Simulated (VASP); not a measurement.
# HC12 (a cell with a defect) in VASP: further runs, part 2 of 2

VASP 6.6.1.

## 3. Single point, PBE

Input file INCAR:

```
PREC = Accurate ; ENCUT = 520
EDIFF = 1E-7 ; ISMEAR = 0
SIGMA = 0.05 ; LREAL = F
LASPH = T ; NELM = 60
ALGO = Normal ; ISIF = 2
LWAVE = F ; LCHARG = F
GGA = PE ; NELECT = 48.0
NBANDS = 36
```

Input file KPOINTS:

```
regular mesh
0
Gamma
  6 6 6
```

Input file POSCAR:

```
HC12
1.0
   -3.5715485858     -1.7857742929     -1.7857742929
   -1.7857742929     -3.5715485858      1.7857742929
   -3.5715485858      1.7857742929      1.7857742929
C H
12 1
Direct
    0.9166666667      0.6666666667      0.2500000000
    0.5833333333      0.3333333333      0.2500000000
    0.2500000000      0.0000000000      0.2500000000
    0.0833333333      0.3333333333      0.7500000000
    0.7500000000      0.0000000000      0.7500000000
    0.4166666667      0.6666666667      0.7500000000
    0.5416666667      0.6666666667      0.3750000000
    0.2083333333      0.3333333333      0.3750000000
    0.8750000000      0.0000000000      0.3750000000
    0.7083333333      0.3333333333      0.8750000000
    0.3750000000      0.0000000000      0.8750000000
    0.0416666667      0.6666666667      0.8750000000
    0.7500000000      0.7500000000      0.0000000000
```

Potentials or basis: VASP PAW PBE potentials, release 64 (C, H).

Command:

```sh
> cat potpaw_PBE.64/C/POTCAR potpaw_PBE.64/H/POTCAR > POTCAR
> mpirun -np 1 vasp_std > vasp.out
```

OUTCAR:

```text
PREC = Accurate
   ENCUT = 520
   EDIFF = 1E-7
   ISMEAR = 0
   LREAL = F
   LASPH = T
   NELM = 60
   ISIF = 2
   GGA = PE
   NELECT = 48.0

 ion  position               nearest neighbor table
   1  0.917  0.667  0.250-  13 1.41   9 1.55  12 1.55   7 1.55   8 1.55
   2  0.583  0.333  0.250-   8 1.55  10 1.55   9 1.55   7 1.55
   3  0.250  0.000  0.250-   8 1.55   9 1.55  11 1.55   7 1.55
   4  0.083  0.333  0.750-   8 1.55  10 1.55  11 1.55  12 1.55
   5  0.750  0.000  0.750-  13 1.41  10 1.55  11 1.55   9 1.55  12 1.55
   6  0.417  0.667  0.750-  11 1.55   7 1.55  12 1.55  10 1.55
   7  0.542  0.667  0.375-   1 1.55   6 1.55   3 1.55   2 1.55
   8  0.208  0.333  0.375-   3 1.55   2 1.55   4 1.55   1 1.55
   9  0.875  0.000  0.375-   1 1.55   3 1.55   5 1.55   2 1.55
  10  0.708  0.333  0.875-   5 1.55   4 1.55   2 1.55   6 1.55
  11  0.375  0.000  0.875-   6 1.55   5 1.55   3 1.55   4 1.55
  12  0.042  0.667  0.875-  13 1.09   6 1.55   1 1.55   5 1.55   4 1.55
  13  0.750  0.750  0.000-  12 1.09   5 1.41   1 1.41

  LATTYP: Found a base centered monoclinic cell.
 ALAT       =     4.3742358134
 B/A-ratio  =     1.7320508076
 C/A-ratio  =     1.0000000000
 COS(beta)  =    -0.3333333333

  Lattice vectors:

 A1 = (   1.7857742929,  -1.7857742929,   3.5715485858)
 A2 = (   1.7857742929,   3.5715485858,  -1.7857742929)
 A3 = (  -3.5715485858,   1.7857742929,   1.7857742929)

Analysis of symmetry for initial positions (statically):
=====================================================================
 Subroutine PRICEL returns:
 Original cell was already a primitive cell.

 Routine SETGRP: Setting up the symmetry group for a
 base centered monoclinic supercell.

 Subroutine GETGRP returns: Found  1 space group operations
 (whereof  1 operations were pure point group operations)
 out of a pool of  4 trial point group operations.

The static configuration has the point symmetry C_1 .

Analysis of symmetry for dynamics (positions and initial velocities):
=====================================================================
 Subroutine PRICEL returns:
 Original cell was already a primitive cell.

 Routine SETGRP: Setting up the symmetry group for a
 base centered monoclinic supercell.

 Subroutine GETGRP returns: Found  1 space group operations
 (whereof  1 operations were pure point group operations)
 out of a pool of  4 trial point group operations.

The dynamic configuration has the point symmetry C_1 .

 Subroutine INISYM returns: Found  1 space group operations
 (whereof  1 operations are pure point group operations),
 and found     1 'primitive' translations

----------------------------------------------------------------------------------------

                                     Primitive cell

  volume of cell :      68.3378

  direct lattice vectors                    reciprocal lattice vectors
    -3.571548586 -1.785774293 -1.785774293    -0.139995296 -0.046665099 -0.233325493
    -1.785774293 -3.571548586  1.785774293     0.000000000 -0.186660394  0.186660394
    -3.571548586  1.785774293  1.785774293    -0.139995296  0.139995296  0.139995296
[... 67 lines left out ...]
 -0.333333 -0.333333  0.000000      2.000000
  0.500000  0.000000 -0.000000      1.000000
[... 16 lines left out ...]
 -0.166667 -0.166667 -0.166667      2.000000
  0.333333  0.000000  0.166667      2.000000
 [... further k-points ...]
   k-points           NKPTS =    112   k-points in BZ     NKDIM =    112   number of bands    NBANDS=     36
   number of dos      NEDOS =    301   number of ions     NIONS =     13
   total plane-waves  NPLWV =  46656
   dimension x,y,z NGX =    36 NGY =   36 NGZ =   36
   dimension x,y,z NGXF=    72 NGYF=   72 NGZF=   72
   ions per type =              12   1
   NGX,Y,Z   is equivalent  to a cutoff of  13.68, 13.68, 13.68 a.u.
   NGXF,Y,Z  is equivalent  to a cutoff of  27.36, 27.36, 27.36 a.u.
 SYSTEM =  unknown system
   PREC   = accura    normal or accurate (medium, high low for compatibility)
   ISTART =      0    job   : 0-new  1-cont  2-samecut
   ICHARG =      2    charge: 1-file 2-atom 10-const
   ISPIN  =      1    spin polarized calculation?
   LNONCOLLINEAR =      F non collinear calculations
   LSORBIT =      F    spin-orbit coupling
   LASPH  =      T    aspherical Exc in radial PAW
   ENCUT  =  520.0 eV  38.22 Ry    6.18 a.u.   8.13  8.13  8.13*2*pi/ulx,y,z
   NELM   =     60;   NELMIN=  2; NELMDL= -5     # of ELM steps
   EDIFF  = 0.1E-06   stopping-criterion for ELM
   LREAL  =      F    real-space projection
   EDIFFG = 0.1E-05   stopping-criterion for IOM
   NSW    =      0    number of steps for IOM
   IBRION =     -1    ionic relax: 0-MD 1-quasi-New 2-CG
   NFREE  =      0    steps in history (QN), initial steepest desc. (CG)
   ISIF   =      2    stress and relaxation
   ISYM   =      2    0-nonsym 1-usesym 2-fastsym
   POTIM  = 0.5000    time-step for ionic-motion
   TEBEG  =    0.0;   TEEND  =   0.0 temperature during run
   PSTRESS=    0.0 pullay stress
   NELECT =      48.0000    total number of electrons
   NUPDOWN=      -1.0000    fix difference up-down
   EMIN   =  10.00;   EMAX   =-10.00  energy-range for DOS
   EFERMI =   0.00;   METHOD = LEGACY
   ISMEAR =     0;   SIGMA  =   0.05  broadening in eV -4-tet -1-fermi 0-gaus
   EFERMI_NEDOS =   21; number of points for ismear=-14 and -15
   IALGO  =     38    algorithm
   IMIX   =      4    mixing-type and parameters
     AMIX     =   0.40;   BMIX     =  1.00
     AMIX_MAG =   1.60;   BMIX_MAG =  1.00
  volume/ion in A,a.u.               =       5.26        35.47
  Fermi-wavevector in a.u.,A,eV,Ry     =   1.455241  2.750007 28.813417  2.117726
  Thomas-Fermi vector in A             =   2.572298
   LORBIT       =      0    0 simple, 1 ext, 2 COOP (PROOUT), +10 PAW based schemes
   GGA     = PE    functional components
   LHFCALC =     F    Hartree Fock is set to
   AEXX    =    0.0000 exact exchange contribution
   IVDW    =     0    specifies the selected vdW correction
   LEPSILON=     F    determine dielectric tensor
   LRPA    =     F    only Hartree local field effects (RPA)
 non-spin polarized calculation
 Gauss-broadening in eV      SIGMA  =   0.05
  energy-cutoff  :      520.00
  volume of cell :       68.34
 maximum number of plane-waves:      1862
 NGX is ok and might be reduce to    36
   NGX = 17   NGY = 17   NGZ = 17

 number of electron      48.0000003 magnetization

 Free energy of the ion-electron system (eV)
  ---------------------------------------------------
  ext. energy  EPLUGINS =         0.00000000
  ---------------------------------------------------
  free energy    TOTEN  =      -118.42904394 eV

  energy without entropy =     -118.42904394  energy(sigma->0) =     -118.42904394

 E-fermi :  10.1333     XC(G=0): -13.2451

 val. band max:        9.8298932088   @ k =   0.0000   0.0000   0.0000
 cond. band min:      12.5029833267   @ k =  -0.3333   0.3333   0.3333
 fundamental gap:      2.6730901179
 Fermi energy:        10.1333487388

 k-point     1 :       0.0000    0.0000    0.0000
  band No.  band energies     occupation
      1     -12.2152      2.00000
      2      -6.6208      2.00000
      3      -5.6636      2.00000
      4      -4.2986      2.00000
      5      -4.0775      2.00000
      6      -3.8522      2.00000
[... 925 lines left out ...]
     35      19.0876      0.00000
     36      20.0600      0.00000

 [... further k-points ...]
[... 5 lines left out ...]
  --------------------------------------------------------------------------------------
  -------------------------------------------------------------------------------------
  Total       -7.7287227     -7.7586556     -6.1138355     -0.8713759      1.1432748      1.1509586
  in kB     -181.1996532   -181.9014277   -143.3386744    -20.4293797     26.8040398     26.9841876
  external PRESSURE =    -168.8132518 kB  Pullay stress =       0.0000000 kB

 VOLUME and BASIS-vectors are now :
 -----------------------------------------------------------------------------
  energy-cutoff  :      520.00
  volume of cell :       68.34
      direct lattice vectors                 reciprocal lattice vectors
    -3.571548586 -1.785774293 -1.785774293    -0.139995296 -0.046665099 -0.233325493
    -1.785774293 -3.571548586  1.785774293     0.000000000 -0.186660394  0.186660394
    -3.571548586  1.785774293  1.785774293    -0.139995296  0.139995296  0.139995296

 POSITION                                       TOTAL-FORCE (eV/Angst)
 -----------------------------------------------------------------------------------
     -5.35732     -3.57155     -0.00000        -2.347119      1.301941      0.864933
     -3.57155     -1.78577     -0.00000        -0.063907      0.229249      0.216116
     -1.78577      0.00000      0.00000         0.013138      0.223717      0.647400
     -3.57155      0.00000      1.78577         0.528806      0.038295     -0.680264
     -5.35732      0.00000      0.00000         1.323323     -2.187579      0.635095
     -5.35732     -1.78577      1.78577        -0.378549     -0.585911     -0.135125
     -4.46444     -2.67866      0.89289         0.265998      1.065655      0.717313
     -2.67866     -0.89289      0.89289         0.110078     -0.096989     -0.358723
     -4.46444     -0.89289     -0.89289         0.206184     -0.127510     -0.412198
     -6.25021     -0.89289      0.89289        -0.053891      0.517474      0.002678
     -4.46444      0.89289      0.89289         0.919210      0.066485      0.777010
     -4.46444     -0.89289      2.67866        -1.084228     -1.064020     -4.481784
     -4.01799     -4.01799      0.00000         0.560957      0.619194      2.207550
 -----------------------------------------------------------------------------------
    total drift:                                0.000017      0.000006      0.000025

  FREE ENERGIE OF THE ION-ELECTRON SYSTEM (eV)
  ---------------------------------------------------
  free  energy   TOTEN  =      -118.4290439394 eV

  energy  without entropy=     -118.4290439394  energy(sigma->0) =     -118.42904394
```

It took 9 min on 1 thread of Intel Xeon 8259CL, shared host; peak memory 0.32 GiB.

What came out:

| Property | Result |
| --- | --- |
| Free energy | -118.4290 eV |
| Largest force | 4.732 eV/Å |

Forces on the atoms (eV/Å):
```
C   -2.347  1.302  0.865
C   -0.064  0.229  0.216
C    0.013  0.224  0.647
C    0.529  0.038 -0.680
C    1.323 -2.188  0.635
C   -0.379 -0.586 -0.135
C    0.266  1.066  0.717
C    0.110 -0.097 -0.359
C    0.206 -0.128 -0.412
C   -0.054  0.517  0.003
C    0.919  0.066  0.777
C   -1.084 -1.064 -4.482
H    0.561  0.619  2.208
```

Levels at points of the mesh, in eV from the Fermi level:
| k point | band 21 | band 22 | band 23 | band 24 | band 25 | band 26 | band 27 | band 28 |
| --- | --- | --- | --- | --- | --- | --- | --- | --- |
| (0.00, 0.00, 0.00) | -3.10 | -0.39 | -0.38 | -0.30 | 3.22 | 5.13 | 5.21 | 5.35 |
| (0.50, 0.00, 0.00) | -4.60 | -4.40 | -2.48 | -2.16 | 3.54 | 5.85 | 6.09 | 6.53 |
| (0.50, 0.50, 0.00) | -4.51 | -4.37 | -2.60 | -2.23 | 4.43 | 5.74 | 5.98 | 6.44 |
| (0.00, 0.50, 0.00) | -3.19 | -3.08 | -2.01 | -1.54 | 2.75 | 4.38 | 5.91 | 7.45 |
| (0.00, 0.00, 0.50) | -2.55 | -2.24 | -1.91 | -1.83 | 3.80 | 6.67 | 6.87 | 7.05 |
| (0.50, 0.00, 0.50) | -3.80 | -3.61 | -3.08 | -3.07 | 2.57 | 4.39 | 5.13 | 5.76 |
| (0.50, 0.50, 0.50) | -3.93 | -3.61 | -3.08 | -3.03 | 2.49 | 4.37 | 5.17 | 5.66 |
| (0.00, 0.50, 0.50) | -4.53 | -4.30 | -4.24 | -4.05 | 3.32 | 5.57 | 5.81 | 5.97 |

Caveat: the cell carries a net charge on a neutralising background, which shifts energy and pressure; the cell is charged against a uniform background, so pressure and absolute levels hang on convention.
